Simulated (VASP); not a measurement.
# Ta (I4/mmm) in VASP: notebook

Ta is run at these levels: r2SCAN; tasks: single point.

All numbers are computed with VASP 6.6.1; they aren't measurements. Logs are shortened: lines on timing, memory, paths and dates and some standing lists are left out, and cuts for length are marked.

## (1) The cell of the first run

Symmetry: I4/mmm, No. 139, tetragonal system. The conventional cell has a = 3.437 Å, b = 3.437 Å, c = 3.225 Å, α = 90.00°, β = 90.00°, γ = 90.00°. Within 3.8 Å of Ta (site symmetry 4/mmm) lie 14 Ta at 2.92 to 3.44 Å.

## (2) Single point, r2SCAN (biaxial strain in the a-b plane: +4.0 %)

Contents of POSCAR:

```
Ta
1.0
    3.4368513154      0.0000000000      0.0000000000
    0.0000000000      3.4368513154      0.0000000000
    0.0000000000      0.0000000000      3.2253527729
Ta
2
Direct
    0.0000000000      0.0000000000      0.0000000000
    0.5000000000      0.5000000000      0.5000000000
```

Contents of INCAR.step1:

```
ALGO = Normal ; EDIFF = 1E-4
ENCUT = 520 ; GGA = PE
ISMEAR = 0 ; LASPH = True
LCHARG = False ; LREAL = False
LWAVE = True ; NBANDS = 18
NELM = 60 ; PREC = Accurate
SIGMA = 0.1
```

Contents of INCAR.step2:

```
ALGO = Normal ; EDIFF = 1E-7
ENCUT = 520 ; ISIF = 2
ISMEAR = 0 ; ISTART = 1
LASPH = True ; LCHARG = False
LMIXTAU = True ; LREAL = False
LWAVE = False ; METAGGA = R2SCAN
NBANDS = 18 ; NELM = 60
PREC = Accurate ; SIGMA = 0.1
```

Contents of KPOINTS:

```
k-points
0
Gamma
  16 16 16
```

Potentials or basis: VASP PAW PBE potentials, release 64 (Ta_pv).

Launch:

```
cat potpaw_PBE.64/Ta_pv/POTCAR > POTCAR
cp INCAR.step1 INCAR
mpirun -np 1 vasp_std > vasp.out
cp INCAR.step2 INCAR
mpirun -np 1 vasp_std > vasp.out
```

OUTCAR:

```text
EDIFF = 1E-7
   ENCUT = 520
   ISIF = 2
   ISMEAR = 0
   ISTART = 1
   LASPH = True
   LREAL = False
   METAGGA = R2SCAN
   NELM = 60
   PREC = Accurate

 ion  position               nearest neighbor table
   1  0.000  0.000  0.000-   2 2.92   2 2.92   2 2.92   2 2.92   2 2.92   2 2.92   2 2.92   2 2.92

   2  0.500  0.500  0.500-   1 2.92   1 2.92   1 2.92   1 2.92   1 2.92   1 2.92   1 2.92   1 2.92

  LATTYP: Found a simple tetragonal cell.
 ALAT       =     3.4368513154
 C/A-ratio  =     0.9384615385

  Lattice vectors:

 A1 = (   3.4368513154,   0.0000000000,   0.0000000000)
 A2 = (   0.0000000000,   3.4368513154,   0.0000000000)
 A3 = (   0.0000000000,   0.0000000000,   3.2253527729)

Analysis of symmetry for initial positions (statically):
=====================================================================
 Subroutine PRICEL returns following result:

  LATTYP: Found a body centered tetragonal cell.
 ALAT       =     3.4368513154
 C/A-ratio  =     0.9384615385

  Lattice vectors:

 A1 = (  -1.7184256577,  -1.7184256577,  -1.6126763864)
 A2 = (   1.7184256577,   1.7184256577,  -1.6126763865)
 A3 = (   1.7184256577,  -1.7184256577,   1.6126763864)

   2 primitive cells build up your supercell.

 Routine SETGRP: Setting up the symmetry group for a
 simple tetragonal supercell.

 Subroutine GETGRP returns: Found 16 space group operations
 (whereof 16 operations were pure point group operations)
 out of a pool of 16 trial point group operations.

The static configuration has the point symmetry D_4h.

Analysis of symmetry for dynamics (positions and initial velocities):
=====================================================================
 Subroutine PRICEL returns following result:

  LATTYP: Found a body centered tetragonal cell.
 ALAT       =     3.4368513154
 C/A-ratio  =     0.9384615385

  Lattice vectors:

 A1 = (  -1.7184256577,  -1.7184256577,  -1.6126763864)
 A2 = (   1.7184256577,   1.7184256577,  -1.6126763865)
 A3 = (   1.7184256577,  -1.7184256577,   1.6126763864)

   2 primitive cells build up your supercell.

 Routine SETGRP: Setting up the symmetry group for a
 simple tetragonal supercell.

 Subroutine GETGRP returns: Found 16 space group operations
 (whereof 16 operations were pure point group operations)
 out of a pool of 16 trial point group operations.

The dynamic configuration has the point symmetry D_4h.

 Subroutine INISYM returns: Found 16 space group operations
 (whereof 16 operations are pure point group operations),
 and found     2 'primitive' translations

----------------------------------------------------------------------------------------

                                     Primitive cell

  volume of cell :      19.0488

  direct lattice vectors                    reciprocal lattice vectors
    -1.718425658 -1.718425658 -1.612676386    -0.000000000 -0.290963998 -0.310043605
     1.718425658  1.718425658 -1.612676386     0.290963998  0.000000000 -0.310043605
     1.718425658 -1.718425658  1.612676386     0.290963998 -0.290963998  0.000000000

  length of vectors
     2.916624523  2.916624523  2.916624523     0.425190646  0.425190646  0.411485232

  position of ions in fractional coordinates (direct lattice)
     0.000000000  0.000000000  0.000000000

  ion indices of the primitive-cell ions
   primitive index   ion index
                 1           1

----------------------------------------------------------------------------------------

 KPOINTS: k-points

Automatic generation of k-mesh.
 Grid dimensions read from file:
 generate k-points for:   16   16   16

 Generating k-lattice:

  Cartesian coordinates                     Fractional coordinates (reciprocal lattice)
     0.018185250  0.000000000  0.000000000     0.062500000  0.000000000  0.000000000
     0.000000000  0.018185250  0.000000000     0.000000000  0.062500000  0.000000000
     0.000000000  0.000000000  0.019377725     0.000000000  0.000000000  0.062500000

  Length of vectors
     0.018185250  0.018185250  0.019377725

  Shift w.r.t. Gamma in fractional coordinates (k-lattice)
     0.000000000  0.000000000  0.000000000

 Subroutine IBZKPT returns following result:
 ===========================================

 Found    405 irreducible k-points:

 Following reciprocal coordinates:
            Coordinates               Weight
  0.000000  0.000000  0.000000      1.000000
  0.062500  0.000000  0.000000      4.000000
  0.125000  0.000000  0.000000      4.000000
  0.187500  0.000000  0.000000      4.000000
  0.250000  0.000000  0.000000      4.000000
  0.312500  0.000000  0.000000      4.000000
[... 16 lines left out ...]
  0.437500  0.125000  0.000000      8.000000
  0.500000  0.125000  0.000000      4.000000
 [... further k-points ...]
   k-points           NKPTS =    405   k-points in BZ     NKDIM =    405   number of bands    NBANDS=     18
   number of dos      NEDOS =    301   number of ions     NIONS =      2
   total plane-waves  NPLWV =  18816
   dimension x,y,z NGX =    28 NGY =   28 NGZ =   24
   dimension x,y,z NGXF=    56 NGYF=   56 NGZF=   48
   ions per type =               2
   NGX,Y,Z   is equivalent  to a cutoff of  13.54, 13.54, 12.37 a.u.
   NGXF,Y,Z  is equivalent  to a cutoff of  27.09, 27.09, 24.74 a.u.
 SYSTEM =  unknown system
   PREC   = accura    normal or accurate (medium, high low for compatibility)
   ISTART =      1    job   : 0-new  1-cont  2-samecut
   ICHARG =      0    charge: 1-file 2-atom 10-const
   ISPIN  =      1    spin polarized calculation?
   LNONCOLLINEAR =      F non collinear calculations
   LSORBIT =      F    spin-orbit coupling
   LASPH  =      T    aspherical Exc in radial PAW
   ENCUT  =  520.0 eV  38.22 Ry    6.18 a.u.   6.39  6.39  6.00*2*pi/ulx,y,z
   NELM   =     60;   NELMIN=  2; NELMDL=  0     # of ELM steps
   EDIFF  = 0.1E-06   stopping-criterion for ELM
   LREAL  =      F    real-space projection
   EDIFFG = 0.1E-05   stopping-criterion for IOM
   NSW    =      0    number of steps for IOM
   IBRION =     -1    ionic relax: 0-MD 1-quasi-New 2-CG
   NFREE  =      0    steps in history (QN), initial steepest desc. (CG)
   ISIF   =      2    stress and relaxation
   ISYM   =      2    0-nonsym 1-usesym 2-fastsym
   POTIM  = 0.5000    time-step for ionic-motion
   TEBEG  =    0.0;   TEEND  =   0.0 temperature during run
   PSTRESS=    0.0 pullay stress
   NELECT =      22.0000    total number of electrons
   NUPDOWN=      -1.0000    fix difference up-down
   EMIN   =  10.00;   EMAX   =-10.00  energy-range for DOS
   EFERMI =   0.00;   METHOD = LEGACY
   ISMEAR =     0;   SIGMA  =   0.10  broadening in eV -4-tet -1-fermi 0-gaus
   EFERMI_NEDOS =   21; number of points for ismear=-14 and -15
   IALGO  =     38    algorithm
   IMIX   =      4    mixing-type and parameters
     AMIX     =   0.40;   BMIX     =  1.00
     AMIX_MAG =   1.60;   BMIX_MAG =  1.00
  volume/ion in A,a.u.               =      19.05       128.55
  Fermi-wavevector in a.u.,A,eV,Ry     =   1.363273  2.576212 25.286607  1.858513
  Thomas-Fermi vector in A             =   2.489690
   LORBIT       =      0    0 simple, 1 ext, 2 COOP (PROOUT), +10 PAW based schemes
   METAGGA = R2SCAN    functional components
   LHFCALC =     F    Hartree Fock is set to
   AEXX    =    0.0000 exact exchange contribution
   IVDW    =     0    specifies the selected vdW correction
   LEPSILON=     F    determine dielectric tensor
   LRPA    =     F    only Hartree local field effects (RPA)
 non-spin polarized calculation
 Gauss-broadening in eV      SIGMA  =   0.10
  energy-cutoff  :      520.00
  volume of cell :       38.10
 maximum number of plane-waves:      1052
 NGX is ok and might be reduce to    28
   NGX = 13   NGY = 13   NGZ = 11

 number of electron      22.0000005 magnetization

 Free energy of the ion-electron system (eV)
  ---------------------------------------------------
  ext. energy  EPLUGINS =         0.00000000
  ---------------------------------------------------
  free energy    TOTEN  =       -97.08180439 eV

  energy without entropy =      -97.06801372  energy(sigma->0) =      -97.07490906

 E-fermi :   4.8967     XC(G=0): -13.4488

 val. band max:        4.8964786939   @ k =   0.3750   0.3750   0.0000
 cond. band min:       4.8997301973   @ k =   0.5000   0.2500   0.0625
 fundamental gap:      0.0032515034
 Fermi energy:         4.8967079194

 k-point     1 :       0.0000    0.0000    0.0000
  band No.  band energies     occupation
      1     -30.3327      2.00000
      2     -30.3327      2.00000
      3     -30.1917      2.00000
      4     -29.5786      2.00000
      5     -29.5786      2.00000
      6     -29.5633      2.00000
[... 10 lines left out ...]
     17      11.6883      0.00000
     18      12.8109      0.00000

 k-point     2 :       0.0625    0.0000    0.0000
  band No.  band energies     occupation
      1     -30.3313      2.00000
      2     -30.3254      2.00000
      3     -30.1855      2.00000
      4     -29.5923      2.00000
      5     -29.5857      2.00000
      6     -29.5691      2.00000
[... 10 lines left out ...]
     17      11.4086      0.00000
     18      12.5367      0.00000

 k-point     3 :       0.1250    0.0000    0.0000
  band No.  band energies     occupation
      1     -30.3265      2.00000
      2     -30.3036      2.00000
      3     -30.1671      2.00000
      4     -29.6321      2.00000
      5     -29.6068      2.00000
      6     -29.5864      2.00000
[... 10 lines left out ...]
     17      11.1834      0.00000
     18      11.8511      0.00000

 k-point     4 :       0.1875    0.0000    0.0000
  band No.  band energies     occupation
      1     -30.3168      2.00000
      2     -30.2684      2.00000
      3     -30.1373      2.00000
      4     -29.6941      2.00000
      5     -29.6411      2.00000
      6     -29.6145      2.00000
[... 375 lines left out ...]
      4     -29.9695      2.00000
      5     -29.7600      2.00000
      6     -29.6979      2.00000
[... 10 lines left out ...]
     17       9.9242      0.00000
     18      10.3125      0.00000

 k-point    23 :       0.4375    0.1250    0.0000
  band No.  band energies     occupation
      1     -30.3136      2.00000
      2     -30.1831      2.00000
      3     -29.9273      2.00000
      4     -29.8975      2.00000
      5     -29.8138      2.00000
      6     -29.7589      2.00000
[... 10 lines left out ...]
     17       9.7205      0.00000
     18       9.7796      0.00000

 k-point    24 :       0.5000    0.1250    0.0000
  band No.  band energies     occupation
      1     -30.2557      2.00000
      2     -30.2557      2.00000
      3     -29.8703      2.00000
      4     -29.8703      2.00000
      5     -29.8263      2.00000
      6     -29.8263      2.00000
[... 10 lines left out ...]
     17       9.6215      0.00000
     18       9.6215      0.00000

 [... further k-points ...]
[... 5 lines left out ...]
  --------------------------------------------------------------------------------------
  -------------------------------------------------------------------------------------
  Total       -2.5416263     -2.5416263     -1.3550281      0.0000000      0.0000000      0.0000000
  in kB     -106.8866736   -106.8866736    -56.9849510      0.0000000      0.0000000      0.0000000
  external PRESSURE =     -90.2527661 kB  Pullay stress =       0.0000000 kB

 VOLUME and BASIS-vectors are now :
 -----------------------------------------------------------------------------
  energy-cutoff  :      520.00
  volume of cell :       38.10
      direct lattice vectors                 reciprocal lattice vectors
     3.436851315  0.000000000  0.000000000     0.290963998  0.000000000  0.000000000
     0.000000000  3.436851315  0.000000000     0.000000000  0.290963998  0.000000000
     0.000000000  0.000000000  3.225352773     0.000000000  0.000000000  0.310043605

 POSITION                                       TOTAL-FORCE (eV/Angst)
 -----------------------------------------------------------------------------------
      0.00000      0.00000      0.00000        -0.000000     -0.000000      0.000000
      1.71843      1.71843      1.61268         0.000000      0.000000     -0.000000
 -----------------------------------------------------------------------------------
    total drift:                                0.000000      0.000000      0.000000

  FREE ENERGIE OF THE ION-ELECTRON SYSTEM (eV)
  ---------------------------------------------------
  free  energy   TOTEN  =       -97.0818043887 eV

  energy  without entropy=      -97.0680137229  energy(sigma->0) =      -97.07490906
```

Run time: 7.6 min. Hardware: 1 thread of AMD EPYC 9R45 (Zen 5), shared host; peak memory 0.31 GiB.

What came out:

```
Free energy            : -97.0818 eV
Pressure               : -9.0 GPa
Band gap on the k mesh : zero (bands 11 and 12 overlap by 2.63 eV)
```

Caveat: the cell differs from its parent crystal (biaxial strain in the a-b plane: +4.0 %); the cell stands under tension; the PAW data sets were made with another functional, which shifts forces and pressure a little; spin-orbit coupling is left out, which moves the levels of the heavy elements.

## (3) Single point, r2SCAN (biaxial strain in the a-b plane: +6.0 %)

Contents of POSCAR:

```
Ta
1.0
    3.5029446099      0.0000000000      0.0000000000
    0.0000000000      3.5029446099      0.0000000000
    0.0000000000      0.0000000000      3.1856967962
Ta
2
Direct
    0.0000000000      0.0000000000      0.0000000000
    0.5000000000      0.5000000000      0.5000000000
```

Contents of INCAR.step1:

```
PREC     = Accurate       # precision mode
ENCUT    = 520            # plane-wave cutoff, eV
ISMEAR   = 0              # smearing method
SIGMA    = 0.1            # smearing width, eV
LREAL    = False          # projectors in reciprocal space
LASPH    = True           # aspherical terms in the spheres
NELM     = 80             # most SCF steps
NBANDS   = 18             # bands
GGA      = PE             # functional
ALGO     = Normal         # electronic algorithm
EDIFF    = 1E-4           # SCF threshold, eV
LWAVE    = True           # write WAVECAR
LCHARG   = False          # write CHGCAR
```

Contents of INCAR.step2:

```
PREC     = Accurate       # precision mode
ENCUT    = 520            # plane-wave cutoff, eV
EDIFF    = 1E-6           # SCF threshold, eV
ISMEAR   = 0              # smearing method
SIGMA    = 0.1            # smearing width, eV
LREAL    = False          # projectors in reciprocal space
LASPH    = True           # aspherical terms in the spheres
NELM     = 80             # most SCF steps
ALGO     = Normal         # electronic algorithm
ISIF     = 2              # what is computed and relaxed
LWAVE    = False          # write WAVECAR
LCHARG   = False          # write CHGCAR
METAGGA  = R2SCAN         # meta-GGA
LMIXTAU  = True         
NBANDS   = 18             # bands
ISTART   = 1
```

Contents of KPOINTS:

```
regular mesh
0
Gamma
  16 16 16
```

Potentials or basis: VASP PAW PBE potentials, release 64 (Ta_pv).

Launch:

```
cat potpaw_PBE.64/Ta_pv/POTCAR > POTCAR
cp INCAR.step1 INCAR
mpirun -np 1 vasp_std > vasp.out
cp INCAR.step2 INCAR
mpirun -np 1 vasp_std > vasp.out
```

OUTCAR:

```text
PREC = Accurate
   ENCUT = 520
   EDIFF = 1E-6
   ISMEAR = 0
   LREAL = False
   LASPH = True
   NELM = 80
   ISIF = 2
   METAGGA = R2SCAN
   ISTART = 1

 ion  position               nearest neighbor table
   1  0.000  0.000  0.000-   2 2.94   2 2.94   2 2.94   2 2.94   2 2.94   2 2.94   2 2.94   2 2.94

   2  0.500  0.500  0.500-   1 2.94   1 2.94   1 2.94   1 2.94   1 2.94   1 2.94   1 2.94   1 2.94

  LATTYP: Found a simple tetragonal cell.
 ALAT       =     3.5029446099
 C/A-ratio  =     0.9094339623

  Lattice vectors:

 A1 = (   3.5029446099,   0.0000000000,   0.0000000000)
 A2 = (   0.0000000000,   3.5029446099,   0.0000000000)
 A3 = (   0.0000000000,   0.0000000000,   3.1856967962)

Analysis of symmetry for initial positions (statically):
=====================================================================
 Subroutine PRICEL returns following result:

  LATTYP: Found a body centered tetragonal cell.
 ALAT       =     3.5029446099
 C/A-ratio  =     0.9094339623

  Lattice vectors:

 A1 = (  -1.7514723050,  -1.7514723049,  -1.5928483981)
[... 173 lines left out ...]

 number of electron      21.9999991 magnetization

 Free energy of the ion-electron system (eV)
  ---------------------------------------------------
  ext. energy  EPLUGINS =         0.00000000
  ---------------------------------------------------
  free energy    TOTEN  =       -96.98858262 eV

  energy without entropy =      -96.97360311  energy(sigma->0) =      -96.98109287

 E-fermi :   4.7185     XC(G=0): -13.3038

 val. band max:        4.7170597024   @ k =   0.1250   0.1250   0.0000
 cond. band min:       4.7206187183   @ k =   0.4375   0.2500   0.1250
 fundamental gap:      0.0035590159
 Fermi energy:         4.7184974275

 k-point     1 :       0.0000    0.0000    0.0000
  band No.  band energies     occupation
      1     -30.5849      2.00000
      2     -30.5849      2.00000
      3     -30.3994      2.00000
      4     -29.8775      2.00000
      5     -29.8775      2.00000
      6     -29.8618      2.00000
[... 481 lines left out ...]
      5     -30.1047      2.00000
      6     -30.1047      2.00000
[... 10 lines left out ...]
     17       9.1011      0.00000
     18       9.1011      0.00000

 [... further k-points ...]
[... 5 lines left out ...]
  --------------------------------------------------------------------------------------
  -------------------------------------------------------------------------------------
  Total       -3.4836246     -3.4836246     -2.3526788      0.0000000      0.0000000      0.0000000
  in kB     -142.7811760   -142.7811760    -96.4277984      0.0000000      0.0000000      0.0000000
  external PRESSURE =    -127.3300501 kB  Pullay stress =       0.0000000 kB

 VOLUME and BASIS-vectors are now :
 -----------------------------------------------------------------------------
  energy-cutoff  :      520.00
  volume of cell :       39.09
      direct lattice vectors                 reciprocal lattice vectors
     3.502944610  0.000000000  0.000000000     0.285474111  0.000000000  0.000000000
     0.000000000  3.502944610  0.000000000     0.000000000  0.285474111  0.000000000
     0.000000000  0.000000000  3.185696796     0.000000000  0.000000000  0.313903069

 POSITION                                       TOTAL-FORCE (eV/Angst)
 -----------------------------------------------------------------------------------
      0.00000      0.00000      0.00000         0.000000      0.000000     -0.000000
      1.75147      1.75147      1.59285        -0.000000     -0.000000      0.000000
 -----------------------------------------------------------------------------------
    total drift:                                0.000000      0.000000      0.000000

  FREE ENERGIE OF THE ION-ELECTRON SYSTEM (eV)
  ---------------------------------------------------
  free  energy   TOTEN  =       -96.9885826182 eV

  energy  without entropy=      -96.9736031122  energy(sigma->0) =      -96.98109287
```

OUTCAR.step1:

```text
PREC = Accurate
   ENCUT = 520
   ISMEAR = 0
   LREAL = False
   LASPH = True
[... 748 lines left out ...]
      0.00000      0.00000      0.00000         0.000000      0.000000     -0.000000
      1.75147      1.75147      1.59285        -0.000000     -0.000000      0.000000
 -----------------------------------------------------------------------------------
    total drift:                                0.000000      0.000000      0.000000

  FREE ENERGIE OF THE ION-ELECTRON SYSTEM (eV)
  ---------------------------------------------------
  free  energy   TOTEN  =       -23.4864174916 eV

  energy  without entropy=      -23.4705360750  energy(sigma->0) =      -23.47847678
```

Run time: 5.5 min. Hardware: 1 thread of AMD EPYC 9R45 (Zen 5), shared host; peak memory 0.31 GiB.

What came out:

```
Free energy            : -96.9886 eV
Pressure               : -12.7 GPa
Band gap on the k mesh : zero (bands 11 and 12 overlap by 2.53 eV)
```

Caveat: the cell differs from its parent crystal (biaxial strain in the a-b plane: +6.0 %); the cell stands under tension; the PAW data sets were made with another functional, which shifts forces and pressure a little; spin-orbit coupling is left out, which moves the levels of the heavy elements.

(Continued in part 2 of 2.)
